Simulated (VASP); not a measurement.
The system is LuSi2.

```xyz
3
Lattice="3.7300 0.0000 0.0000 -1.8650 3.2303 0.0000 0.0000 0.0000 4.1030" Properties=species:S:1:pos:R:3 pbc="T T T"
Lu    0.0000    0.0000    0.0000
Si    0.0000    2.1535    2.0515
Si    1.8650    1.0768    2.0515
```

* Program: VASP 6.6.1
* Task: relaxation of cell and atoms
* Functional: LDA
* Potentials or basis: VASP PAW PBE potentials, release 64 (Lu, Si)
* Cutoff: 600 eV
* k mesh: 6 × 6 × 5
* Occupations: fermi-dirac, width 0.05 eV
* Spin: no spin polarisation

At the start: pressure 11.5 GPa; volume 16.48 Å³/atom.

Task: How do energy, volume and symmetry change on relaxing?

Result: Over 15 steps the energy falls by 164.3 meV/atom and the volume is 17.09 Å³/atom (+3.7 %); space group P6/mmm (No. 191, to 0.1 Å) before and after.

The path:
| step | energy change (eV) | largest force (eV/Å) | pressure (GPa) | volume (Å³) |
| --- | --- | --- | --- | --- |
| 1 | 0.0000 | 0.0000 | 11.48 | 49.44 |
| 2 | -0.2882 | 0.0000 | -9.12 | 58.00 |
| 3 | -0.4036 | 0.0000 | -4.09 | 54.62 |
| 4 | -0.4840 | 0.0000 | -0.94 | 52.18 |
| 5 | -0.4887 | 0.0000 | 0.04 | 51.47 |
| 6 | -0.4891 | 0.0000 | 0.44 | 51.21 |
| 7 | -0.4891 | 0.0000 | 0.60 | 51.14 |
| 8 | -0.4904 | 0.0000 | -0.01 | 51.45 |
| 9 | -0.4907 | 0.0000 | -0.36 | 51.64 |
| 10 | -0.4920 | 0.0000 | -0.38 | 51.59 |
| 11 | -0.4905 | 0.0000 | -0.65 | 51.41 |
| 12 | -0.4926 | 0.0000 | -0.41 | 51.54 |
| 13 | -0.4927 | 0.0000 | -0.50 | 51.51 |
| 14 | -0.4924 | 0.0000 | 0.51 | 50.93 |
| 15 | -0.4930 | 0.0000 | 0.01 | 51.28 |

Final structure:
```yaml
crystal:
  lattice:
    - [4.02747, 0.00000, 0.00000]
    - [-2.01373, 3.48789, 0.00000]
    - [0.00000, 0.00000, 3.65028]
  atoms:
    - { symbol: Lu, position: [0.00000, 0.00000, 0.00000] }
    - { symbol: Si, position: [0.33333, 0.66667, 0.50000] }
    - { symbol: Si, position: [0.66667, 0.33333, 0.50000] }
```

Caveat: the PAW data sets were made with another functional, which shifts forces and pressure a little.
